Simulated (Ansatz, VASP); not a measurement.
**WS: VASP beside Ansatz**

POSCAR

```
WS
1.0
   -2.1564652700      2.1564652700      2.4747265300
    2.1564652700     -2.1564652700      2.4747265300
    2.1564652700      2.1564652700     -2.4747265300
W S
1 1
Direct
    0.5000000000      0.5000000000      0.0000000000
    0.0000000000      0.0000000000      0.0000000000
```

INCAR.step1

```
SYSTEM = WS
PREC     = Accurate       ! precision mode
ENCUT    = 520            ! plane-wave cutoff, eV
EDIFF    = 1E-5           ! SCF threshold, eV
ISMEAR   = -1             ! smearing method
SIGMA    = 0.05           ! smearing width, eV
LREAL    = .FALSE.        ! projectors in reciprocal space
LASPH    = .TRUE.         ! aspherical terms in the spheres
NELM     = 60             ! most SCF steps
ALGO     = Normal         ! electronic algorithm
ISIF     = 2              ! what is computed and relaxed
LWAVE    = .TRUE.         ! write WAVECAR
LCHARG   = .FALSE.        ! write CHGCAR
NBANDS   = 17             ! bands
GGA      = PE             ! functional
```

INCAR.step2

```
SYSTEM = WS
PREC     = Accurate       ! precision mode
ENCUT    = 520            ! plane-wave cutoff, eV
EDIFF    = 1E-6           ! SCF threshold, eV
ISMEAR   = -1             ! smearing method
SIGMA    = 0.05           ! smearing width, eV
LREAL    = .FALSE.        ! projectors in reciprocal space
LASPH    = .TRUE.         ! aspherical terms in the spheres
NELM     = 60             ! most SCF steps
ALGO     = Normal         ! electronic algorithm
ISIF     = 2              ! what is computed and relaxed
LWAVE    = .FALSE.        ! write WAVECAR
LCHARG   = .FALSE.        ! write CHGCAR
GGA      = PS             ! functional
LHFCALC  = .TRUE.         ! exact exchange
AEXX     = 0.25           ! exact-exchange fraction
HFSCREEN = 0.207          ! screening, 1/A
PRECFOCK = Normal       
NBANDS   = 17             ! bands
ISTART   = 1
```

The input KPOINTS:

```
Automatic mesh
0
G
  5 5 5
  0 0 0
```

Contents of input:

```
crystal:
  lattice:
    - [-2.15646527, 2.15646527, 2.47472653]
    - [2.15646527, -2.15646527, 2.47472653]
    - [2.15646527, 2.15646527, -2.47472653]
  atoms:
    - { symbol: W, position: [0.5, 0.5, 0.0] }
    - { symbol: S, position: [0.0, 0.0, 0.0] }
hamiltonian:
  xc:
    exchange: hjs_pbesol
    correlation: pbesol
    exx: { coeff: 0.25, omega: 0.207 }
  pseudopotentials: { kind: paw }
kpoints:
  mp_grid: { grid: [5, 5, 5] }
  band_path:
    path:
      - [[0.0, 0.0, 0.0], [0.0, 0.0, 0.5], [-0.3796649559, 0.3796649559, 0.5], [-0.439832478, 0.439832478, 0.439832478], [0.0, 0.0, 0.0], [0.5, 0.5, -0.5], [0.439832478, 0.560167522, -0.439832478], [0.0, 0.5, 0.0], [0.25, 0.25, 0.25], [0.5, 0.5, -0.3796649559], [0.5, 0.5, -0.5]]
      - [[0.0, 0.0, 0.5], [0.25, 0.25, 0.25]]
    npoints: 4
scf:
  occupations: { method: fermi_dirac, width: 0.05 }
  n_extra_bands: 6
output:
  forces: true
  stress: true
  eigenvalues: true
  fatbands: false
```

Alike in both runs: functional PBEsol-based screened hybrid with a share of 0.25 of exact exchange and HFSCREEN = 0.207; k mesh 5 × 5 × 5; occupations fermi-dirac, width 0.05 eV; no spin polarisation.

|  | VASP | Ansatz |
| --- | --- | --- |
| version | VASP 6.6.1 | Ansatz 0.2.0 |
| potentials or method | VASP PAW PBE potentials, release 64 (W_sv, S) | Ansatz PAW |
| plane-wave cutoff (eV) | 520 | 420 |
| valence electrons in the cell | 20 | 20 |
| task | single point | band structure |

Ansatz gave:

- gap on the k mesh at the Fermi level (eV): none
- pressure (GPa): -27.2
- traceless stress, the component that is largest in VASP (GPa): -9.23

Estimate VASP's values.

gap on the k mesh at the Fermi level (eV): none; pressure (GPa): -27.3; traceless stress, the component that is largest in VASP (GPa): -9.35.

VASP's potentials were made for PBE, not for PBEsol-based screened hybrid. A gap of «none» marks a metal or a gap that the smearing closes. With one functional, cell and mesh, what is left measures potentials, basis and numerics.

The k mesh is coarse, so the values compare programs but aren't converged. Neither program's run includes spin-orbit coupling.
